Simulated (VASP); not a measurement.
# Mo (Fd-3m) in VASP: settings compared, part 2 of 2

VASP 6.6.1. Earlier steps stand in the parts before.

### 4 Single point, PBE

File INCAR:

```
PREC = Accurate
ENCUT = 520
EDIFF = 1E-6
ISMEAR = -1
SIGMA = 0.1
LREAL = F
LASPH = T
NELM = 100
ALGO = Normal
ISIF = 2
LWAVE = F
LCHARG = T
GGA = PE
LELF = T
LVHAR = T
NBANDS = 21
```

File KPOINTS:

```
regular mesh
0
Gamma
  10 10 10
```

File POSCAR:

```
Mo
1.0
    0.0000000000      2.8451482237      2.8451482237
    2.8451482237      0.0000000000      2.8451482237
    2.8451482237      2.8451482237      0.0000000000
Mo
2
Direct
    0.1250000000      0.1250000000      0.1250000000
    0.8750000000      0.8750000000      0.8750000000
```

Potentials or basis: VASP PAW PBE potentials, release 64 (Mo_sv).

The run is started by

```console
$ cat potpaw_PBE.64/Mo_sv/POTCAR > POTCAR
$ mpirun -np 1 vasp_std > vasp.out
```

OUTCAR:

```text
PREC = Accurate
   ENCUT = 520
   EDIFF = 1E-6
   ISMEAR = -1
   LREAL = F
   LASPH = T
   NELM = 100
   ISIF = 2
   GGA = PE

 ion  position               nearest neighbor table
   1  0.125  0.125  0.125-   2 2.46   2 2.46   2 2.46   2 2.46
   2  0.875  0.875  0.875-   1 2.46   1 2.46   1 2.46   1 2.46

  LATTYP: Found a face centered cubic cell.
 ALAT       =     5.6902964474

  Lattice vectors:

 A1 = (   0.0000000000,   2.8451482237,   2.8451482237)
 A2 = (   2.8451482237,   0.0000000000,   2.8451482237)
 A3 = (   2.8451482237,   2.8451482237,   0.0000000000)

Analysis of symmetry for initial positions (statically):
=====================================================================
 Subroutine PRICEL returns:
 Original cell was already a primitive cell.

 Routine SETGRP: Setting up the symmetry group for a
 face centered cubic supercell.

 Subroutine GETGRP returns: Found 48 space group operations
 (whereof 12 operations were pure point group operations)
 out of a pool of 48 trial point group operations.

The static configuration has the point symmetry D_3d.
 The point group associated with its full space group is O_h .

Analysis of symmetry for dynamics (positions and initial velocities):
=====================================================================
 Subroutine PRICEL returns:
 Original cell was already a primitive cell.

 Routine SETGRP: Setting up the symmetry group for a
 face centered cubic supercell.

 Subroutine GETGRP returns: Found 48 space group operations
 (whereof 12 operations were pure point group operations)
 out of a pool of 48 trial point group operations.

The dynamic configuration has the point symmetry D_3d.
 The point group associated with its full space group is O_h .

 Subroutine INISYM returns: Found 48 space group operations
 (whereof 12 operations are pure point group operations),
 and found     1 'primitive' translations

----------------------------------------------------------------------------------------

                                     Primitive cell

  volume of cell :      46.0622

  direct lattice vectors                    reciprocal lattice vectors
     0.000000000  2.845148224  2.845148224    -0.175737769  0.175737769  0.175737769
     2.845148224  0.000000000  2.845148224     0.175737769 -0.175737769  0.175737769
     2.845148224  2.845148224  0.000000000     0.175737769  0.175737769 -0.175737769

  length of vectors
     4.023647205  4.023647205  4.023647205     0.304386744  0.304386744  0.304386744

  position of ions in fractional coordinates (direct lattice)
     0.125000000  0.125000000  0.125000000
     0.875000000  0.875000000  0.875000000

  ion indices of the primitive-cell ions
   primitive index   ion index
                 1           1
                 2           2

----------------------------------------------------------------------------------------

 KPOINTS: regular mesh

Automatic generation of k-mesh.
 Grid dimensions read from file:
 generate k-points for:   10   10   10

 Generating k-lattice:

  Cartesian coordinates                     Fractional coordinates (reciprocal lattice)
    -0.017573777  0.017573777  0.017573777     0.100000000  0.000000000  0.000000000
     0.017573777 -0.017573777  0.017573777     0.000000000  0.100000000  0.000000000
     0.017573777  0.017573777 -0.017573777     0.000000000  0.000000000  0.100000000

  Length of vectors
     0.030438674  0.030438674  0.030438674

  Shift w.r.t. Gamma in fractional coordinates (k-lattice)
     0.000000000  0.000000000  0.000000000

 Subroutine IBZKPT returns following result:
 ===========================================

 Found     47 irreducible k-points:

 Following reciprocal coordinates:
            Coordinates               Weight
  0.000000  0.000000  0.000000      1.000000
  0.100000  0.000000  0.000000      8.000000
  0.200000  0.000000  0.000000      8.000000
  0.300000  0.000000  0.000000      8.000000
  0.400000  0.000000  0.000000      8.000000
  0.500000  0.000000  0.000000      4.000000
[... 16 lines left out ...]
  0.300000  0.300000  0.000000      6.000000
  0.400000  0.300000  0.000000     24.000000
 [... further k-points ...]
   k-points           NKPTS =     47   k-points in BZ     NKDIM =     47   number of bands    NBANDS=     21
   number of dos      NEDOS =    301   number of ions     NIONS =      2
   total plane-waves  NPLWV =  27000
   dimension x,y,z NGX =    30 NGY =   30 NGZ =   30
   dimension x,y,z NGXF=    60 NGYF=   60 NGZF=   60
   ions per type =               2
   NGX,Y,Z   is equivalent  to a cutoff of  12.40, 12.40, 12.40 a.u.
   NGXF,Y,Z  is equivalent  to a cutoff of  24.79, 24.79, 24.79 a.u.
 SYSTEM =  unknown system
   PREC   = accura    normal or accurate (medium, high low for compatibility)
   ISTART =      0    job   : 0-new  1-cont  2-samecut
   ICHARG =      2    charge: 1-file 2-atom 10-const
   ISPIN  =      1    spin polarized calculation?
   LNONCOLLINEAR =      F non collinear calculations
   LSORBIT =      F    spin-orbit coupling
   LASPH  =      T    aspherical Exc in radial PAW
   ENCUT  =  520.0 eV  38.22 Ry    6.18 a.u.   7.48  7.48  7.48*2*pi/ulx,y,z
   NELM   =    100;   NELMIN=  2; NELMDL= -5     # of ELM steps
   EDIFF  = 0.1E-05   stopping-criterion for ELM
   LREAL  =      F    real-space projection
   EDIFFG = 0.1E-04   stopping-criterion for IOM
   NSW    =      0    number of steps for IOM
   IBRION =     -1    ionic relax: 0-MD 1-quasi-New 2-CG
   NFREE  =      0    steps in history (QN), initial steepest desc. (CG)
   ISIF   =      2    stress and relaxation
   ISYM   =      2    0-nonsym 1-usesym 2-fastsym
   POTIM  = 0.5000    time-step for ionic-motion
   TEBEG  =    0.0;   TEEND  =   0.0 temperature during run
   PSTRESS=    0.0 pullay stress
   NELECT =      28.0000    total number of electrons
   NUPDOWN=      -1.0000    fix difference up-down
   EMIN   =  10.00;   EMAX   =-10.00  energy-range for DOS
   EFERMI =   0.00;   METHOD = LEGACY
   ISMEAR =    -1;   SIGMA  =   0.10  broadening in eV -4-tet -1-fermi 0-gaus
   EFERMI_NEDOS =   21; number of points for ismear=-14 and -15
   IALGO  =     38    algorithm
   IMIX   =      4    mixing-type and parameters
     AMIX     =   0.40;   BMIX     =  1.00
     AMIX_MAG =   1.60;   BMIX_MAG =  1.00
  volume/ion in A,a.u.               =      23.03       155.42
  Fermi-wavevector in a.u.,A,eV,Ry     =   1.386796  2.620665 26.166771  1.923203
  Thomas-Fermi vector in A             =   2.511078
   LORBIT       =      0    0 simple, 1 ext, 2 COOP (PROOUT), +10 PAW based schemes
   GGA     = PE    functional components
[... 5 lines left out ...]
 non-spin polarized calculation
  energy-cutoff  :      520.00
  volume of cell :       46.06
 maximum number of plane-waves:      1266
 NGX is ok and might be reduce to    30
   NGX = 15   NGY = 15   NGZ = 15

 number of electron      28.0000006 magnetization

 Free energy of the ion-electron system (eV)
  ---------------------------------------------------
  ext. energy  EPLUGINS =         0.00000000
  ---------------------------------------------------
  free energy    TOTEN  =       -17.46005645 eV

  energy without entropy =      -17.36768352  energy(sigma->0) =      -17.41386999

 E-fermi :   6.8519     XC(G=0): -10.8465

 val. band max:        6.8515328047   @ k =   0.3000   0.2000   0.1000
 cond. band min:       6.8596938739   @ k =   0.3000   0.0000   0.0000
 fundamental gap:      0.0081610692
 Fermi energy:         6.8518570240

 k-point     1 :       0.0000    0.0000    0.0000
  band No.  band energies     occupation
      1     -53.5847      2.00000
      2     -52.9080      2.00000
      3     -27.9827      2.00000
      4     -27.9827      2.00000
      5     -27.9827      2.00000
      6     -26.8816      2.00000
[... 13 lines left out ...]
     20      18.2325      0.00000
     21      18.9800      0.00000

 k-point     2 :       0.1000    0.0000    0.0000
  band No.  band energies     occupation
      1     -53.5727      2.00000
      2     -52.9207      2.00000
      3     -27.9963      2.00000
      4     -27.9963      2.00000
      5     -27.9817      2.00000
      6     -26.8826      2.00000
[... 520 lines left out ...]
 k-point    24 :       0.4000    0.3000    0.0000
  band No.  band energies     occupation
      1     -53.4006      2.00000
      2     -53.1008      2.00000
      3     -28.2012      2.00000
      4     -28.1905      2.00000
      5     -27.6913      2.00000
      6     -27.1823      2.00000
[... 13 lines left out ...]
     20      13.5994      0.00000
     21      14.2849      0.00000

 [... further k-points ...]

------------------------ aborting loop because EDIFF is reached ----------------------------------------

  FORCE on cell =-STRESS in cart. coord.  units (eV):
  Direction    XX          YY          ZZ          XY          YZ          ZX
  --------------------------------------------------------------------------------------
  -------------------------------------------------------------------------------------
  Total        0.1085233      0.1085233      0.1085233      0.0000000      0.0000000      0.0000000
  in kB        3.7747553      3.7747553      3.7747553      0.0000000      0.0000000      0.0000000
  external PRESSURE =       3.7747553 kB  Pullay stress =       0.0000000 kB

 VOLUME and BASIS-vectors are now :
 -----------------------------------------------------------------------------
  energy-cutoff  :      520.00
  volume of cell :       46.06
      direct lattice vectors                 reciprocal lattice vectors
     0.000000000  2.845148224  2.845148224    -0.175737769  0.175737769  0.175737769
     2.845148224  0.000000000  2.845148224     0.175737769 -0.175737769  0.175737769
     2.845148224  2.845148224  0.000000000     0.175737769  0.175737769 -0.175737769

 POSITION                                       TOTAL-FORCE (eV/Angst)
 -----------------------------------------------------------------------------------
      0.71129      0.71129      0.71129         0.000000      0.000000      0.000000
      4.97901      4.97901      4.97901        -0.000000     -0.000000     -0.000000
 -----------------------------------------------------------------------------------
    total drift:                               -0.000000      0.000000      0.000000

  FREE ENERGIE OF THE ION-ELECTRON SYSTEM (eV)
  ---------------------------------------------------
  free  energy   TOTEN  =       -17.4600564533 eV

  energy  without entropy=      -17.3676835212  energy(sigma->0) =      -17.41386999
```

OSZICAR:

```text
N       E                     dE             d eps       ncg     rms          rms(c)
DAV:   1     0.300758142206E+03    0.30076E+03   -0.17812E+04  1974   0.133E+03
DAV:   2    -0.110734649857E+02   -0.31183E+03   -0.30367E+03  2289   0.419E+02
DAV:   3    -0.176744307275E+02   -0.66010E+01   -0.64719E+01  2376   0.610E+01
DAV:   4    -0.177243471696E+02   -0.49916E-01   -0.49877E-01  2119   0.553E+00
DAV:   5    -0.177248229765E+02   -0.47581E-03   -0.47560E-03  2343   0.519E-01    0.126E+01
DAV:   6    -0.174944553805E+02    0.23037E+00   -0.58065E-01  2180   0.622E+00    0.512E+00
DAV:   7    -0.174634118605E+02    0.31044E-01   -0.78646E-02  2277   0.254E+00    0.123E+00
DAV:   8    -0.174599623955E+02    0.34495E-02   -0.10282E-02  2064   0.702E-01    0.128E-01
DAV:   9    -0.174600261088E+02   -0.63713E-04   -0.13565E-04  2272   0.933E-02    0.467E-02
DAV:  10    -0.174600568797E+02   -0.30771E-04   -0.21050E-05  2153   0.419E-02    0.967E-03
DAV:  11    -0.174600564533E+02    0.42642E-06   -0.67519E-07  1398   0.554E-03
   1 F= -.17460056E+02 E0= -.17413870E+02  d E =-.923729E-01
```

Run time: 22 s. Hardware: 1 thread of Intel Xeon Platinum 8488C (Sapphire Rapids), shared host; peak memory 0.18 GiB.

Results:

* Free energy: -17.4601 eV
* Pressure: 0.4 GPa
* Band gap on the k mesh: zero (band 14 reaches 7.08 eV, above the bottom of band 15 at 6.67 eV)

Levels at points of the mesh, in eV from the Fermi level:
| k point | band 11 | band 12 | band 13 | band 14 | band 15 | band 16 | band 17 | band 18 |
| --- | --- | --- | --- | --- | --- | --- | --- | --- |
| (0.00, 0.00, 0.00) | -2.18 | -1.31 | -1.31 | -1.31 | 1.32 | 1.32 | 1.32 | 4.36 |
| (0.50, 0.00, 0.00) | -1.93 | -1.93 | -1.57 | -1.57 | 0.36 | 2.29 | 2.29 | 3.64 |
| (0.50, 0.50, 0.00) | -1.52 | -1.52 | -0.02 | -0.02 | 0.59 | 0.59 | 3.96 | 3.96 |

### 5 Single point, PBE (volume scaled by 0.88)

File INCAR:

```
PREC = Accurate ; ENCUT = 520
EDIFF = 1E-6 ; ISMEAR = -1
SIGMA = 0.1 ; LREAL = False
LASPH = True ; NELM = 100
ALGO = Normal ; ISIF = 2
LWAVE = False ; LCHARG = False
GGA = PE ; NBANDS = 21
```

File KPOINTS:

```
Automatic mesh
0
Gamma
  11 11 11
```

File POSCAR:

```
Mo
1.0
    0.0000000000      2.7264599391      2.7264599391
    2.7264599391      0.0000000000      2.7264599391
    2.7264599391      2.7264599391      0.0000000000
Mo
2
Direct
    0.1250000000      0.1250000000      0.1250000000
    0.8750000000      0.8750000000      0.8750000000
```

Potentials or basis: VASP PAW PBE potentials, release 64 (Mo_sv).

The run is started by

```console
$ cat potpaw_PBE.64/Mo_sv/POTCAR > POTCAR
$ mpirun -np 1 vasp_std > vasp.out
```

OUTCAR:

```text
PREC = Accurate
   ENCUT = 520
   EDIFF = 1E-6
   ISMEAR = -1
   LREAL = False
   LASPH = True
   NELM = 100
   ISIF = 2
   GGA = PE

 ion  position               nearest neighbor table
   1  0.125  0.125  0.125-   2 2.36   2 2.36   2 2.36   2 2.36
   2  0.875  0.875  0.875-   1 2.36   1 2.36   1 2.36   1 2.36

  LATTYP: Found a face centered cubic cell.
 ALAT       =     5.4529198782

  Lattice vectors:

 A1 = (   0.0000000000,   2.7264599391,   2.7264599391)
[... 763 lines left out ...]

------------------------ aborting loop because EDIFF is reached ----------------------------------------

  FORCE on cell =-STRESS in cart. coord.  units (eV):
  Direction    XX          YY          ZZ          XY          YZ          ZX
  --------------------------------------------------------------------------------------
  -------------------------------------------------------------------------------------
  Total        4.6521184      4.6521184      4.6521184     -0.0000000     -0.0000000      0.0000000
  in kB      183.8797830    183.8797830    183.8797830     -0.0000000     -0.0000000      0.0000000
  external PRESSURE =     183.8797830 kB  Pullay stress =       0.0000000 kB

 VOLUME and BASIS-vectors are now :
 -----------------------------------------------------------------------------
  energy-cutoff  :      520.00
  volume of cell :       40.53
      direct lattice vectors                 reciprocal lattice vectors
     0.000000000  2.726459939  2.726459939    -0.183387987  0.183387987  0.183387987
     2.726459939  0.000000000  2.726459939     0.183387987 -0.183387987  0.183387987
     2.726459939  2.726459939  0.000000000     0.183387987  0.183387987 -0.183387987

 POSITION                                       TOTAL-FORCE (eV/Angst)
 -----------------------------------------------------------------------------------
      0.68161      0.68161      0.68161        -0.000000      0.000000      0.000000
      4.77130      4.77130      4.77130         0.000000     -0.000000     -0.000000
 -----------------------------------------------------------------------------------
    total drift:                               -0.000000      0.000000      0.000000

  FREE ENERGIE OF THE ION-ELECTRON SYSTEM (eV)
  ---------------------------------------------------
  free  energy   TOTEN  =       -17.1659109631 eV

  energy  without entropy=      -17.0904427319  energy(sigma->0) =      -17.12817685
```

Wall time 24 s (1 thread of Intel Xeon Platinum 8488C (Sapphire Rapids), shared host); peak memory 0.18 GiB.

What came out:

| Quantity | Value |
| --- | --- |
| Free energy | -17.1659 eV |
| Pressure | 18.4 GPa |
| Band gap on the k mesh | zero (band 14 reaches 8.71 eV, above the bottom of band 15 at 8.19 eV) |

Levels at points of the mesh, in eV from the Fermi level:
| k point | band 11 | band 12 | band 13 | band 14 | band 15 | band 16 | band 17 | band 18 |
| --- | --- | --- | --- | --- | --- | --- | --- | --- |
| (0.00, 0.00, 0.00) | -2.76 | -1.54 | -1.54 | -1.54 | 1.46 | 1.46 | 1.46 | 5.02 |

### 6 Single point, PBE (volume scaled by 0.92)

File INCAR:

```
ALGO = Normal ; EDIFF = 1E-6
ENCUT = 520 ; GGA = PE
ISIF = 2 ; ISMEAR = -1
LASPH = True ; LCHARG = True
LELF = True ; LREAL = False
LVHAR = True ; LWAVE = False
NBANDS = 21 ; NELM = 100
PREC = Accurate ; SIGMA = 0.1
```

File KPOINTS:

```
k-points
0
Gamma
  11 11 11
```

File POSCAR:

```
Mo
1.0
    0.0000000000      2.7671593713      2.7671593713
    2.7671593713      0.0000000000      2.7671593713
    2.7671593713      2.7671593713      0.0000000000
Mo
2
Direct
    0.1250000000      0.1250000000      0.1250000000
    0.8750000000      0.8750000000      0.8750000000
```

Potentials or basis: VASP PAW PBE potentials, release 64 (Mo_sv).

The run is started by

```console
$ cat potpaw_PBE.64/Mo_sv/POTCAR > POTCAR
$ mpirun -np 1 vasp_std > vasp.out
```

Wall time 25 s (1 thread of Intel Xeon Platinum 8488C (Sapphire Rapids), shared host); peak memory 0.19 GiB.

It converged, with:

```yaml
Free_energy: -17.3348 eV
Pressure: 11.1 GPa
Band_gap_on_the_k_mesh: zero (band 14 reaches 8.08 eV, above the bottom of band 15 at 7.63 eV)
```

Levels at points of the mesh, in eV from the Fermi level:
| k point | band 10 | band 11 | band 12 | band 13 | band 14 | band 15 | band 16 | band 17 | band 18 | band 19 |
| --- | --- | --- | --- | --- | --- | --- | --- | --- | --- | --- |
| (0.00, 0.00, 0.00) | -2.54 | -2.54 | -1.46 | -1.46 | -1.46 | 1.40 | 1.40 | 1.40 | 4.78 | 4.78 |

### 7 The runs side by side

| level | cell | k mesh | grid for exact exchange (PRECFOCK) | screening parameter | gap on the mesh (eV) | pressure (GPa) |
| --- | --- | --- | --- | --- | --- | --- |
| PBE | a = 4.024 Å, angles 60.0°, 2 atoms | 5 × 5 × 5 | - | - | none | 0.0 |
| HSE06 | a = 4.024 Å, angles 60.0°, 2 atoms | 5 × 5 × 5 | Normal | 0.2079 1/Å | none | -4.1 |
| PBE | a = 4.024 Å, angles 60.0°, 2 atoms | 10 × 10 × 10 | - | - | none | 0.4 |
| PBE | a = 3.856 Å, angles 60.0°, 2 atoms | 11 × 11 × 11 | - | - | none | 18.4 |
| PBE | a = 3.913 Å, angles 60.0°, 2 atoms | 11 × 11 × 11 | - | - | none | 11.1 |

Alike in all rows: task single point; potentials or basis VASP PAW PBE potentials, release 64 (Mo_sv); no spin polarisation; cutoff (eV) 520; smearing fermi-dirac 0.1 eV.

Caveats: some runs use coarse meshes; the PAW data sets were made with another functional, which shifts forces and pressure a little (some runs).

Absolute energies hang on the potentials; compare differences alone.
